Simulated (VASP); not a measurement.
# Ca (Fm-3m) in VASP: a series of runs

Runs on Ca. Level: PBEsol+D3(BJ). Tasks: single point.

All numbers are computed with VASP 6.6.1; they aren't measurements. Logs are shortened: lines on timing, memory, paths and dates and some standing lists are left out, and cuts for length are marked.

## 1. The cell of the first run

The structure is cubic, space group Fm-3m (No. 225). Conventional cell: a = 5.345 Å, b = 5.345 Å, c = 5.345 Å, α = 90.00°, β = 90.00°, γ = 90.00°. Within 5.0 Å of Ca (site symmetry m-3m) lie 12 Ca at 3.78 Å.

## 2. Single point, PBEsol+D3(BJ)

File INCAR:

```
SYSTEM = Ca
ALGO     = Normal         ! electronic algorithm
EDIFF    = 1E-6           ! SCF threshold, eV
ENCUT    = 500            ! plane-wave cutoff, eV
GGA      = PS             ! functional
GGA_COMPAT= .FALSE.      
ISIF     = 2              ! what is computed and relaxed
ISMEAR   = 0              ! smearing method
IVDW     = 12             ! dispersion correction
LASPH    = .TRUE.         ! aspherical terms in the spheres
LCHARG   = .FALSE.        ! write CHGCAR
LREAL    = .FALSE.        ! projectors in reciprocal space
LWAVE    = .FALSE.        ! write WAVECAR
NBANDS   = 11             ! bands
NELM     = 120            ! most SCF steps
PREC     = Accurate       ! precision mode
SIGMA    = 0.05           ! smearing width, eV
```

File KPOINTS:

```
k-points
0
G
  6 6 6
  0 0 0
```

File POSCAR:

```
Ca
1.0
    0.0000000000      2.6725692031      2.6725692031
    2.6725692031      0.0000000000      2.6725692031
    2.6725692031      2.6725692031      0.0000000000
Ca
1
Direct
    0.0000000000      0.0000000000      0.0000000000
```

Potentials or basis: VASP PAW PBE potentials, release 64 (Ca_sv).

Launch:

```
$ cat potpaw_PBE.64/Ca_sv/POTCAR > POTCAR
$ mpirun -np 1 vasp_std > vasp.out
```

OUTCAR:

```text
SYSTEM = Ca
   EDIFF = 1E-6
   ENCUT = 500
   GGA = PS
   ISIF = 2
   ISMEAR = 0
   IVDW = 12
   LASPH = .TRUE.
   LREAL = .FALSE.
   NELM = 120
   PREC = Accurate
 IVDW          = 12

 ion  position               nearest neighbor table
   1  0.000  0.000  0.000-

  LATTYP: Found a face centered cubic cell.
 ALAT       =     5.3451384062

  Lattice vectors:

 A1 = (   0.0000000000,   2.6725692031,   2.6725692031)
 A2 = (   2.6725692031,   0.0000000000,   2.6725692031)
 A3 = (   2.6725692031,   2.6725692031,   0.0000000000)

Analysis of symmetry for initial positions (statically):
=====================================================================
 Subroutine PRICEL returns:
 Original cell was already a primitive cell.

 Routine SETGRP: Setting up the symmetry group for a
 face centered cubic supercell.

 Subroutine GETGRP returns: Found 48 space group operations
 (whereof 48 operations were pure point group operations)
 out of a pool of 48 trial point group operations.

The static configuration has the point symmetry O_h .

Analysis of symmetry for dynamics (positions and initial velocities):
=====================================================================
 Subroutine PRICEL returns:
 Original cell was already a primitive cell.

 Routine SETGRP: Setting up the symmetry group for a
 face centered cubic supercell.

 Subroutine GETGRP returns: Found 48 space group operations
 (whereof 48 operations were pure point group operations)
 out of a pool of 48 trial point group operations.

The dynamic configuration has the point symmetry O_h .

 Subroutine INISYM returns: Found 48 space group operations
 (whereof 48 operations are pure point group operations),
 and found     1 'primitive' translations

----------------------------------------------------------------------------------------

                                     Primitive cell

  volume of cell :      38.1783

  direct lattice vectors                    reciprocal lattice vectors
     0.000000000  2.672569203  2.672569203    -0.187085895  0.187085895  0.187085895
     2.672569203  0.000000000  2.672569203     0.187085895 -0.187085895  0.187085895
     2.672569203  2.672569203  0.000000000     0.187085895  0.187085895 -0.187085895

  length of vectors
     3.779583613  3.779583613  3.779583613     0.324042275  0.324042275  0.324042275

  position of ions in fractional coordinates (direct lattice)
     0.000000000  0.000000000  0.000000000

  ion indices of the primitive-cell ions
   primitive index   ion index
                 1           1

----------------------------------------------------------------------------------------

 KPOINTS: k-points
[... 69 lines left out ...]
   PSTRESS=    0.0 pullay stress
   NELECT =      10.0000    total number of electrons
   NUPDOWN=      -1.0000    fix difference up-down
   EMIN   =  10.00;   EMAX   =-10.00  energy-range for DOS
   EFERMI =   0.00;   METHOD = LEGACY
   ISMEAR =     0;   SIGMA  =   0.05  broadening in eV -4-tet -1-fermi 0-gaus
   EFERMI_NEDOS =   21; number of points for ismear=-14 and -15
   IALGO  =     38    algorithm
   IMIX   =      4    mixing-type and parameters
     AMIX     =   0.40;   BMIX     =  1.00
     AMIX_MAG =   1.60;   BMIX_MAG =  1.00
  volume/ion in A,a.u.               =      38.18       257.64
  Fermi-wavevector in a.u.,A,eV,Ry     =   1.047456  1.979405 14.927829  1.097164
  Thomas-Fermi vector in A             =   2.182337
   LORBIT       =      0    0 simple, 1 ext, 2 COOP (PROOUT), +10 PAW based schemes
   GGA     = PS    functional components
   LHFCALC =     F    Hartree Fock is set to
   AEXX    =    0.0000 exact exchange contribution
   IVDW    =    12    specifies the selected vdW correction
   LEPSILON=     F    determine dielectric tensor
   LRPA    =     F    only Hartree local field effects (RPA)
 non-spin polarized calculation
 Gauss-broadening in eV      SIGMA  =   0.05
  energy-cutoff  :      500.00
  volume of cell :       38.18
 maximum number of plane-waves:       982
   NGX = 13   NGY = 13   NGZ = 13

 number of electron      10.0000003 magnetization

 Free energy of the ion-electron system (eV)
  ---------------------------------------------------
  ext. energy  EPLUGINS =         0.00000000
  ---------------------------------------------------
  free energy    TOTEN  =        -2.10302231 eV

  energy without entropy =       -2.10073044  energy(sigma->0) =       -2.10187637

 E-fermi :   2.3413     XC(G=0):  -8.1333

 val. band max:        2.3086247327   @ k =  -0.3333   0.3333   0.1667
 cond. band min:       2.4217175689   @ k =  -0.3333   0.3333   0.1667
 fundamental gap:      0.1130928362
 Fermi energy:         2.3412897721

 k-point     1 :       0.0000    0.0000    0.0000
  band No.  band energies     occupation
      1     -39.3171      2.00000
      2     -20.2930      2.00000
      3     -20.2930      2.00000
      4     -20.2930      2.00000
      5      -1.9085      2.00000
      6       4.7522      0.00000
      7       4.7522      0.00000
      8       4.7522      0.00000
      9       5.9640      0.00000
     10       5.9640      0.00000
     11      11.8671      0.00000
[... 197 lines left out ...]
 k-point    16 :      -0.3333    0.5000    0.1667
  band No.  band energies     occupation
      1     -39.2875      2.00000
      2     -20.4544      2.00000
      3     -20.3957      2.00000
      4     -20.3678      2.00000
      5       2.2123      1.99974
      6       2.8967      0.00000
      7       3.2143      0.00000
      8       5.5240      0.00000
      9       6.9549      0.00000
     10       7.5216      0.00000
     11       8.2355      0.00000

------------------------ aborting loop because EDIFF is reached ----------------------------------------

 Edisp (eV)   -0.26544

 E8    (eV) :    -0.1921

  FORCE on cell =-STRESS in cart. coord.  units (eV):
  Direction    XX          YY          ZZ          XY          YZ          ZX
  --------------------------------------------------------------------------------------
  -------------------------------------------------------------------------------------
  Total      -0.02989    -0.02989    -0.02989     0.00000     0.00000    -0.00000
  in kB      -1.25430    -1.25430    -1.25430     0.00000     0.00000    -0.00000
  external pressure =       -1.25 kB  Pullay stress =        0.00 kB

 VOLUME and BASIS-vectors are now :
 -----------------------------------------------------------------------------
  energy-cutoff  :      500.00
  volume of cell :       38.18
      direct lattice vectors                 reciprocal lattice vectors
     0.000000000  2.672569203  2.672569203    -0.187085895  0.187085895  0.187085895
     2.672569203  0.000000000  2.672569203     0.187085895 -0.187085895  0.187085895
     2.672569203  2.672569203  0.000000000     0.187085895  0.187085895 -0.187085895

 POSITION                                       TOTAL-FORCE (eV/Angst)
 -----------------------------------------------------------------------------------
      0.00000      0.00000      0.00000        -0.000000      0.000000     -0.000000
 -----------------------------------------------------------------------------------
    total drift:                               -0.000000     -0.000000     -0.000000

  FREE ENERGIE OF THE ION-ELECTRON SYSTEM (eV)
  ---------------------------------------------------
  free  energy   TOTEN  =        -2.3684606938 eV

  energy  without entropy=       -2.3661688258  energy(sigma->0) =       -2.36731476
```

Run time: 11 s. Hardware: 1 thread of AMD EPYC 7R43 (Zen 3), shared host; peak memory 0.12 GiB.

What came out:

| Item | Value |
| --- | --- |
| Free energy | -2.3685 eV |
| Pressure | -0.1 GPa |
| Band gap on the k mesh | zero (bands 5 and 6 overlap by 0.07 eV) |
| Dispersion energy per atom | -0.265 eV |

Levels at points of the mesh, in eV from the Fermi level:
| k point | band 2 | band 3 | band 4 | band 5 | band 6 | band 7 | band 8 | band 9 |
| --- | --- | --- | --- | --- | --- | --- | --- | --- |
| (0.00, 0.00, 0.00) | -22.63 | -22.63 | -22.63 | -4.25 | 2.41 | 2.41 | 2.41 | 3.62 |
| (0.50, 0.00, 0.00) | -22.84 | -22.66 | -22.66 | -1.09 | -0.10 | 2.28 | 2.28 | 4.40 |
| (0.50, 0.50, 0.00) | -22.82 | -22.71 | -22.71 | -0.61 | 0.46 | 1.12 | 4.40 | 4.61 |

Caveat: three body term missing; the PAW data sets were made with another functional, which shifts forces and pressure a little.

## 3. Single point, PBEsol+D3(BJ)

This run uses another cell than the first one, of 43.67 Å³/atom.

File INCAR:

```
SYSTEM = Ca
PREC     = Accurate       ! precision mode
ENCUT    = 500            ! plane-wave cutoff, eV
EDIFF    = 1E-6           ! SCF threshold, eV
ISMEAR   = 0              ! smearing method
SIGMA    = 0.05           ! smearing width, eV
LREAL    = .False.        ! projectors in reciprocal space
LASPH    = .True.         ! aspherical terms in the spheres
NELM     = 120            ! most SCF steps
ALGO     = Normal         ! electronic algorithm
ISIF     = 2              ! what is computed and relaxed
LWAVE    = .False.        ! write WAVECAR
LCHARG   = .False.        ! write CHGCAR
GGA      = PS             ! functional
IVDW     = 12             ! dispersion correction
NBANDS   = 11             ! bands
GGA_COMPAT= .False.
```

File KPOINTS:

```
Automatic mesh
0
Gamma
  6 6 6
  0 0 0
```

File POSCAR:

```
Ca
1.0
    0.0000000000      2.7950000000      2.7950000000
    2.7950000000      0.0000000000      2.7950000000
    2.7950000000      2.7950000000      0.0000000000
Ca
1
Direct
    0.0000000000      0.0000000000      0.0000000000
```

Potentials or basis: VASP PAW PBE potentials, release 64 (Ca_sv).

Launch:

```
$ cat potpaw_PBE.64/Ca_sv/POTCAR > POTCAR
$ mpirun -np 1 vasp_std > vasp.out
```

OUTCAR:

```text
SYSTEM = Ca
   PREC = Accurate
   ENCUT = 500
   EDIFF = 1E-6
   ISMEAR = 0
   LREAL = .False.
   LASPH = .True.
   NELM = 120
   ISIF = 2
   GGA = PS
   IVDW = 12
 IVDW          = 12

 ion  position               nearest neighbor table
   1  0.000  0.000  0.000-

  LATTYP: Found a face centered cubic cell.
 ALAT       =     5.5900000000

  Lattice vectors:

 A1 = (   0.0000000000,   2.7950000000,   2.7950000000)
 A2 = (   2.7950000000,   0.0000000000,   2.7950000000)
 A3 = (   2.7950000000,   2.7950000000,   0.0000000000)

Analysis of symmetry for initial positions (statically):
[... 395 lines left out ...]

------------------------ aborting loop because EDIFF is reached ----------------------------------------

 Edisp (eV)   -0.23065

 E8    (eV) :    -0.1667

  FORCE on cell =-STRESS in cart. coord.  units (eV):
  Direction    XX          YY          ZZ          XY          YZ          ZX
  --------------------------------------------------------------------------------------
  -------------------------------------------------------------------------------------
  Total      -0.60528    -0.60528    -0.60528     0.00000    -0.00000     0.00000
  in kB     -22.20700   -22.20700   -22.20700     0.00000    -0.00000     0.00000
  external pressure =      -22.21 kB  Pullay stress =        0.00 kB

 VOLUME and BASIS-vectors are now :
 -----------------------------------------------------------------------------
  energy-cutoff  :      500.00
  volume of cell :       43.67
      direct lattice vectors                 reciprocal lattice vectors
     0.000000000  2.795000000  2.795000000    -0.178890877  0.178890877  0.178890877
     2.795000000  0.000000000  2.795000000     0.178890877 -0.178890877  0.178890877
     2.795000000  2.795000000  0.000000000     0.178890877  0.178890877 -0.178890877

 POSITION                                       TOTAL-FORCE (eV/Angst)
 -----------------------------------------------------------------------------------
      0.00000      0.00000      0.00000         0.000000      0.000000      0.000000
 -----------------------------------------------------------------------------------
    total drift:                               -0.000000     -0.000000     -0.000000

  FREE ENERGIE OF THE ION-ELECTRON SYSTEM (eV)
  ---------------------------------------------------
  free  energy   TOTEN  =        -2.3255233280 eV

  energy  without entropy=       -2.3207670116  energy(sigma->0) =       -2.32314517
```

OSZICAR:

```text
N       E                     dE             d eps       ncg     rms          rms(c)
DAV:   1     0.636999879494E+02    0.63700E+02   -0.48004E+03   352   0.787E+02
DAV:   2    -0.753928919553E+00   -0.64454E+02   -0.63752E+02   388   0.205E+02
DAV:   3    -0.204594652992E+01   -0.12920E+01   -0.12810E+01   522   0.287E+01
DAV:   4    -0.210123145323E+01   -0.55285E-01   -0.55167E-01   433   0.468E+00
DAV:   5    -0.210230908534E+01   -0.10776E-02   -0.10775E-02   531   0.593E-01    0.240E+00
DAV:   6    -0.209756417323E+01    0.47449E-02   -0.80199E-03   433   0.106E+00    0.145E+00
DAV:   7    -0.209503312470E+01    0.25310E-02   -0.15053E-02   370   0.151E+00    0.992E-02
DAV:   8    -0.209487161111E+01    0.16151E-03   -0.11203E-03   437   0.291E-01    0.196E-02
DAV:   9    -0.209487793287E+01   -0.63218E-05   -0.81699E-05   476   0.705E-02    0.492E-03
DAV:  10    -0.209487807886E+01   -0.14600E-06   -0.64281E-06   476   0.244E-02
   1 F= -.23255233E+01 E0= -.23231452E+01  d E =-.475632E-02
```

It took 13 s on 1 thread of AMD EPYC 7R43 (Zen 3), shared host; peak memory 0.14 GiB.

What came out:

- Free energy: -2.3255 eV
- Pressure: -2.2 GPa
- Band gap on the k mesh: zero (bands 5 and 6 overlap by 0.19 eV)
- Dispersion energy per atom: -0.231 eV

Caveat: three body term missing; the PAW data sets were made with another functional, which shifts forces and pressure a little.
